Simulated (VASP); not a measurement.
A run of VASP 6.6.1:

INCAR

```
SYSTEM = KI
PREC = Accurate
ENCUT = 520
EDIFF = 1E-6
ISMEAR = 0
SIGMA = 0.02
LREAL = .False.
LASPH = .True.
NELM = 60
ALGO = Normal
ISIF = 2
LWAVE = .False.
LCHARG = .False.
GGA = PE
NBANDS = 15
```

Contents of KPOINTS:

```
Automatic mesh
0
Gamma
  6 6 6
  0 0 0
```

Contents of POSCAR:

```
KI
1.0
    0.0000000000      3.5519347547      3.5519347547
    3.5519347547      0.0000000000      3.5519347547
    3.5519347547      3.5519347547      0.0000000000
K I
1 1
Direct
    0.0000000000      0.0000000000      0.0000000000
    0.5000000000      0.5000000000      0.5000000000
```

Potentials or basis: VASP PAW PBE potentials, release 64 (K_sv, I).

The run is started by

```bash
$ cat potpaw_PBE.64/K_sv/POTCAR potpaw_PBE.64/I/POTCAR > POTCAR
$ mpirun -np 1 vasp_std > vasp.out
```

Hardware: 1 thread of AMD EPYC 9R45 (Zen 5), on a shared host.

**Question.** How long does it take, and how much memory?

**Answer.** It took 14 s on 1 thread of AMD EPYC 9R45 (Zen 5), on a shared host, peak memory 0.21 GiB. Counts: scf iterations 12, k points 16.
